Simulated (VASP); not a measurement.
# C in VASP: further runs, part 2 of 2

VASP 6.6.1.

### Step 3. Molecular dynamics, PBE+D3(BJ)

File INCAR:

```
SYSTEM = C
PREC = Accurate ; ENCUT = 520
EDIFF = 1E-5 ; ISMEAR = -1
SIGMA = 0.05 ; LREAL = Auto
LASPH = .True. ; NELM = 60
ALGO = Normal ; ISIF = 2
LWAVE = .False. ; LCHARG = .True.
GGA = PE ; IVDW = 12
NBANDS = 51 ; IBRION = 0
NSW = 40 ; POTIM = 1.0
TEBEG = 600.0 ; TEEND = 600.0
ISYM = 0 ; NELMIN = 4
RANDOM_SEED = 468595 0 0 ; MDALGO = 1
ANDERSEN_PROB = 0.0
```

File KPOINTS:

```
Automatic mesh
0
Gamma
  2 2 1
  0 0 0
```

File POSCAR:

```
C
1.0
    7.3980000000      0.0000000000      0.0000000000
   -3.6990000000      6.4068560000      0.0000000000
    0.0000000000      0.0000000000     11.0000000000
C
18
Direct
    0.0000000000      0.0000000000      0.0909091000
    0.2222222200      0.1111111100      0.0909091000
    0.0000000000      0.3333333300      0.0909091000
    0.2222222200      0.4444444400      0.0909091000
    0.0000000000      0.6666666600      0.0909091000
    0.2222222200      0.7777777700      0.0909091000
    0.3333333300      0.0000000000      0.0909091000
    0.5555555600      0.1111111100      0.0909091000
    0.3333333300      0.3333333300      0.0909091000
    0.5555555600      0.4444444400      0.0909091000
    0.3333333300      0.6666666600      0.0909091000
    0.5555555500      0.7777777700      0.0909091000
    0.6666666700      0.0000000000      0.0909091000
    0.8888888900      0.1111111100      0.0909091000
    0.6666666700      0.3333333300      0.0909091000
    0.8888888900      0.4444444400      0.0909091000
    0.6666666700      0.6666666600      0.0909091000
    0.8888888900      0.7777777700      0.0909091000
```

Potentials or basis: VASP PAW PBE potentials, release 64 (C).

Launch:

```
> cat potpaw_PBE.64/C/POTCAR > POTCAR
> mpirun -np 1 vasp_std > vasp.out
```

OUTCAR:

```text
SYSTEM = C
   PREC = Accurate
   ENCUT = 520
   EDIFF = 1E-5
   ISMEAR = -1
   LREAL = Auto
   LASPH = .True.
   NELM = 60
   ISIF = 2
   GGA = PE
   IVDW = 12
   IBRION = 0
   NSW = 40
   POTIM = 1.0
   TEBEG = 600.0
   ISYM = 0
   NELMIN = 4
 IVDW          = 12

 ion  position               nearest neighbor table
   1  0.000  0.000  0.091-   2 1.42  14 1.42  18 1.42
   2  0.222  0.111  0.091-   1 1.42   7 1.42   9 1.42
   3  0.000  0.333  0.091-   4 1.42  16 1.42  14 1.42
   4  0.222  0.444  0.091-   3 1.42   9 1.42  11 1.42
   5  0.000  0.667  0.091-   6 1.42  18 1.42  16 1.42
   6  0.222  0.778  0.091-   5 1.42  11 1.42   7 1.42
[... 10 lines left out ...]
  17  0.667  0.667  0.091-  18 1.42  10 1.42  12 1.42
  18  0.889  0.778  0.091-  17 1.42   5 1.42   1 1.42

IMPORTANT INFORMATION: All symmetrisations will be switched off!
NOSYMM: (Re-)initialisation of all symmetry stuff for point group C_1.

----------------------------------------------------------------------------------------

                                     Primitive cell

  volume of cell :     521.3771

  direct lattice vectors                    reciprocal lattice vectors
     7.398000000  0.000000000  0.000000000     0.135171668  0.078041398  0.000000000
    -3.699000000  6.406856000  0.000000000     0.000000000  0.156082796  0.000000000
     0.000000000  0.000000000 11.000000000     0.000000000  0.000000000  0.090909091

  length of vectors
     7.398000000  7.398000054 11.000000000     0.156082797  0.156082796  0.090909091

  position of ions in fractional coordinates (direct lattice)
     0.000000000  0.000000000  0.090909100
     0.222222220  0.111111110  0.090909100
     1.000000000  0.333333330  0.090909100
     0.222222220  0.444444440  0.090909100
     1.000000000  0.666666660  0.090909100
     0.222222220  0.777777770  0.090909100
[... 10 lines left out ...]
     0.666666670  0.666666660  0.090909100
     0.888888890  0.777777770  0.090909100

  ion indices of the primitive-cell ions
   primitive index   ion index
                 1           1
                 2           2
[... 89 lines left out ...]
  Fermi-wavevector in a.u.,A,eV,Ry     =   0.846191  1.599069  9.742302  0.716039
  Thomas-Fermi vector in A             =   1.961499
   LORBIT       =      0    0 simple, 1 ext, 2 COOP (PROOUT), +10 PAW based schemes
   GGA     = PE    functional components
   LHFCALC =     F    Hartree Fock is set to
   AEXX    =    0.0000 exact exchange contribution
   IVDW    =    12    specifies the selected vdW correction
   LEPSILON=     F    determine dielectric tensor
   LRPA    =     F    only Hartree local field effects (RPA)
 molecular dynamics for ions
 non-spin polarized calculation
  energy-cutoff  :      520.00
  volume of cell :      521.38
 maximum number of plane-waves:     14099
 NGX is ok and might be reduce to    56
   NGX = 27   NGY = 27   NGZ = 41

--------------------------------------- Ionic step        1  -------------------------------------------

 number of electron      72.0000001 magnetization

 Free energy of the ion-electron system (eV)
  ---------------------------------------------------
  ext. energy  EPLUGINS =         0.00000000
  ---------------------------------------------------
  free energy    TOTEN  =      -165.62693352 eV

  energy without entropy =     -165.55761880  energy(sigma->0) =     -165.59227616

------------------------ aborting loop because EDIFF is reached ----------------------------------------

 Edisp (eV)   -1.60531

 E8    (eV) :    -0.4993
[... 179 lines left out ...]
  ENERGY OF THE ELECTRON-ION-THERMOSTAT SYSTEM (eV)
  ---------------------------------------------------
% ion-electron   TOTEN  =      -167.058043  see above
  kinetic energy EKIN   =         1.146123
  kin. lattice  EKIN_LAT=         0.000000  (temperature  521.57 K)
  nose potential ES     =         0.000000
  nose kinetic   EPS    =         0.000000
  ---------------------------------------------------
  total energy   ETOTAL =      -165.911920 eV

[... ionic steps 4 to 37 ...]

--------------------------------------- Ionic step       38  -------------------------------------------

 number of electron      71.9999999 magnetization

------------------------ aborting loop because EDIFF is reached ----------------------------------------
[... 127 lines left out ...]
--------------------------------------- Ionic step       40  -------------------------------------------

 number of electron      71.9999998 magnetization

 Free energy of the ion-electron system (eV)
  ---------------------------------------------------
  ext. energy  EPLUGINS =         0.00000000
  ---------------------------------------------------
  free energy    TOTEN  =      -164.81034777 eV

  energy without entropy =     -164.76808479  energy(sigma->0) =     -164.78921628

 E-fermi :  -1.5197     XC(G=0):  -3.8468

 val. band max:       -1.5744515643   @ k =   0.0000   0.0000   0.0000
 cond. band min:      -1.4533435479   @ k =   0.0000   0.0000   0.0000
 fundamental gap:      0.1211080165
 Fermi energy:        -1.5197248160

 k-point     1 :       0.0000    0.0000    0.0000
  band No.  band energies     occupation
      1     -21.0405      2.00000
      2     -18.7080      2.00000
      3     -18.5758      2.00000
      4     -18.4573      2.00000
      5     -18.3966      2.00000
      6     -18.3562      2.00000
[... 193 lines left out ...]
     47       4.3367      0.00000
     48       4.7146      0.00000
 [bands above 48 left out]

------------------------ aborting loop because EDIFF is reached ----------------------------------------

 Edisp (eV)   -1.60284

 E8    (eV) :    -0.4985
[... 47 lines left out ...]
  ENERGY OF THE ELECTRON-ION-THERMOSTAT SYSTEM (eV)
  ---------------------------------------------------
% ion-electron   TOTEN  =      -166.413192  see above
  kinetic energy EKIN   =         0.506575
  kin. lattice  EKIN_LAT=         0.000000  (temperature  230.53 K)
  nose potential ES     =         0.000000
  nose kinetic   EPS    =         0.000000
  ---------------------------------------------------
  total energy   ETOTAL =      -165.906617 eV
```

OSZICAR:

```text
N       E                     dE             d eps       ncg     rms          rms(c)
DAV:   1     0.586234112008E+03    0.58623E+03   -0.29117E+04   408   0.112E+03
[... 249 lines left out ...]
     39 T=   248. E= -.16590693E+03 F= -.16645251E+03 E0= -.16642632E+03  EK= 0.54558E+00 SP= 0.00E+00 SK= 0.00E+00
       N       E                     dE             d eps       ncg     rms          rms(c)
DAV:   1    -0.164810195735E+03    0.39012E-01   -0.16275E-02   427   0.105E+00    0.549E-02
DAV:   2    -0.164810339352E+03   -0.14362E-03   -0.17425E-03   447   0.197E-01    0.230E-02
DAV:   3    -0.164810342643E+03   -0.32912E-05   -0.31731E-05   464   0.256E-02    0.152E-02
DAV:   4    -0.164810347772E+03   -0.51286E-05   -0.64384E-06   286   0.122E-02
     40 T=   231. E= -.16590662E+03 F= -.16641319E+03 E0= -.16639206E+03  EK= 0.50658E+00 SP= 0.00E+00 SK= 0.00E+00
```

CONTCAR:

```text
C
   1.00000000000000
     7.3979999999999997    0.0000000000000000    0.0000000000000000
    -3.6989999999999998    6.4068560000000003    0.0000000000000000
     0.0000000000000000    0.0000000000000000   11.0000000000000000
  C
    18
Direct
     0.0008252481493478   -0.0072049970417722    0.0835013724325872
     0.2258927490431999    0.1100418171334386    0.0821518907024340
     0.0033428132162622    0.3326528373584952    0.0931019544039646
     0.2226031130854960    0.4487476106625302    0.0985453543112613
     0.0004294407088808    0.6650933297507163    0.1010649151719301
     0.2287327531980986    0.7792074274051289    0.0954314934749152
[... 10 lines left out ...]
     0.6628912563373410    0.6653693245605370    0.0866230123004496
     0.8861233583990765    0.7688608099311040    0.0895533691673142

  0.18690971E-02  0.11272062E-02  0.26319052E-02
 -0.83193277E-03  0.63543951E-03  0.58041098E-02
 -0.25400499E-02 -0.58119984E-02 -0.39334070E-02
  0.14711699E-02  0.13327148E-02 -0.82576744E-02
  0.61889155E-02 -0.70453620E-02  0.60617780E-02
  0.25032734E-02  0.20151789E-02 -0.50974726E-02
[... 10 lines left out ...]
 -0.28850000E-02 -0.57533249E-02  0.15631691E-02
 -0.12769454E-02 -0.38226464E-02 -0.46005367E-02

           1
   1.00000000000000
  0.10000000E+01  0.00000000E+00  0.00000000E+00  0.00000000E+00
  0.11658659E-02  0.99297094E+00  0.83740637E-01
  0.22582989E+00  0.11014100E+00  0.82679537E-01
  0.25458940E-02  0.33174568E+00  0.92744372E-01
  0.22290598E+00  0.44895562E+00  0.97794657E-01
  0.71617684E-03  0.66399367E+00  0.10161599E+00
  0.22922839E+00  0.77952196E+00  0.94968087E-01
[... 46 lines left out ...]
  0.00000000E+00  0.00000000E+00  0.00000000E+00
  0.00000000E+00  0.00000000E+00  0.00000000E+00
```

It took 21 min on 1 thread of Intel Xeon Platinum 8488C (Sapphire Rapids), shared host; peak memory 0.75 GiB.

What came out:

| Quantity | Value |
| --- | --- |
| Dispersion energy per atom | -0.089 eV |

The path:
| step | potential energy change (eV) | largest force (eV/Å) | pressure (GPa) | volume (Å³) | temperature (K) |
| --- | --- | --- | --- | --- | --- |
| 1 | 0.0000 | 0.0097 | 0.21 | 521.38 | 600 |
| 2 | 0.0458 | 1.0991 | 0.23 | 521.38 | 579 |
| 3 | 0.1742 | 2.1429 | 0.29 | 521.38 | 522 |
| 4 | 0.3588 | 3.0456 | 0.37 | 521.38 | 439 |
| 5 | 0.5613 | 3.7548 | 0.45 | 521.38 | 348 |
| 6 | 0.7408 | 4.2082 | 0.51 | 521.38 | 267 |
| 7 | 0.8645 | 4.3697 | 0.53 | 521.38 | 211 |
| 8 | 0.9163 | 4.2339 | 0.51 | 521.38 | 187 |
| 9 | 0.8997 | 3.8243 | 0.44 | 521.38 | 194 |
| 10 | 0.8351 | 3.2071 | 0.35 | 521.38 | 223 |
| 11 | 0.7523 | 2.5463 | 0.25 | 521.38 | 260 |
| 12 | 0.6813 | 2.2465 | 0.16 | 521.38 | 291 |
| 13 | 0.6437 | 2.2232 | 0.10 | 521.38 | 308 |
| 14 | 0.6476 | 2.5010 | 0.07 | 521.38 | 307 |
| 15 | 0.6857 | 2.8967 | 0.07 | 521.38 | 290 |
| 16 | 0.7391 | 3.5373 | 0.10 | 521.38 | 266 |
| 17 | 0.7834 | 3.9916 | 0.14 | 521.38 | 247 |
| 18 | 0.7984 | 4.1697 | 0.16 | 521.38 | 240 |
| 19 | 0.7760 | 4.0185 | 0.16 | 521.38 | 250 |
| 20 | 0.7220 | 3.5951 | 0.15 | 521.38 | 274 |
| 21 | 0.6541 | 3.1817 | 0.12 | 521.38 | 305 |
| 22 | 0.5953 | 2.6376 | 0.10 | 521.38 | 331 |
| 23 | 0.5653 | 2.4362 | 0.09 | 521.38 | 344 |
| 24 | 0.5740 | 2.5567 | 0.10 | 521.38 | 340 |
| 25 | 0.6194 | 2.5564 | 0.12 | 521.38 | 320 |
| 26 | 0.6880 | 2.5768 | 0.15 | 521.38 | 289 |
| 27 | 0.7584 | 3.3061 | 0.19 | 521.38 | 258 |
| 28 | 0.8084 | 3.7723 | 0.21 | 521.38 | 236 |
| 29 | 0.8216 | 3.9521 | 0.21 | 521.38 | 230 |
| 30 | 0.7927 | 3.8540 | 0.18 | 521.38 | 243 |
| 31 | 0.7300 | 3.5192 | 0.13 | 521.38 | 271 |
| 32 | 0.6521 | 2.9929 | 0.07 | 521.38 | 305 |
| 33 | 0.5821 | 2.3622 | 0.02 | 521.38 | 337 |
| 34 | 0.5403 | 2.1398 | -0.02 | 521.38 | 355 |
| 35 | 0.5381 | 2.2768 | -0.04 | 521.38 | 356 |
| 36 | 0.5752 | 2.2604 | -0.02 | 521.38 | 340 |
| 37 | 0.6404 | 2.2823 | 0.01 | 521.38 | 311 |
| 38 | 0.7151 | 2.4692 | 0.06 | 521.38 | 277 |
| 39 | 0.7797 | 2.6461 | 0.11 | 521.38 | 248 |
| 40 | 0.8190 | 2.9211 | 0.16 | 521.38 | 231 |

Caveat: the k points lie up to 0.49 Å⁻¹ apart; there is no dipole correction, which matters where the two faces differ.
